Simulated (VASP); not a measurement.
Write the native input for VASP 6.6.1 that does the following.

```
Task                   : single point
Functional             : LDA
Potentials or basis    : VASP PAW LDA potentials, release 64 (Mg)
Cutoff                 : 520 eV
k mesh                 : 20 × 20 × 20
Occupations            : fermi-dirac, width 0.1 eV
Spin                   : no spin polarisation
Dipole correction      : no
Further INCAR settings : ALGO = Normal; EDIFF = 1e-06; NBANDS = 7
```

The structure of Mg lies in POSCAR:

```
Mg
1.0
    0.0000000000      2.2163967854      2.2163967854
    2.2163967854      0.0000000000      2.2163967854
    2.2163967854      2.2163967854      0.0000000000
Mg
1
Direct
    0.0000000000      0.0000000000      0.0000000000
```

The input as run:

INCAR

```
SYSTEM = Mg
  PREC = Accurate
  ENCUT = 520
  EDIFF = 1E-6
  ISMEAR = -1
  SIGMA = 0.1
  LREAL = .FALSE.
  LASPH = .TRUE.
  NELM = 100
  ALGO = Normal
  ISIF = 2
  LWAVE = .FALSE.
  LCHARG = .FALSE.
  NBANDS = 7
```

KPOINTS

```
regular mesh
0
G
  20 20 20
  0 0 0
```

Potentials or basis: VASP PAW LDA potentials, release 64 (Mg).

The run is started by

```bash
$ cat potpaw_LDA.64/Mg/POTCAR > POTCAR
$ mpirun -np 1 vasp_std > vasp.out
```

It gave:

```
Pressure               : -0.3 GPa
Band gap on the k mesh : zero (band 1 reaches 4.22 eV, above the bottom of band 2 at 1.42 eV)
```

Run time: 20 s on 1 thread of AMD EPYC 7R13 Processor (Zen 3) (shared host), peak memory 0.12 GiB.
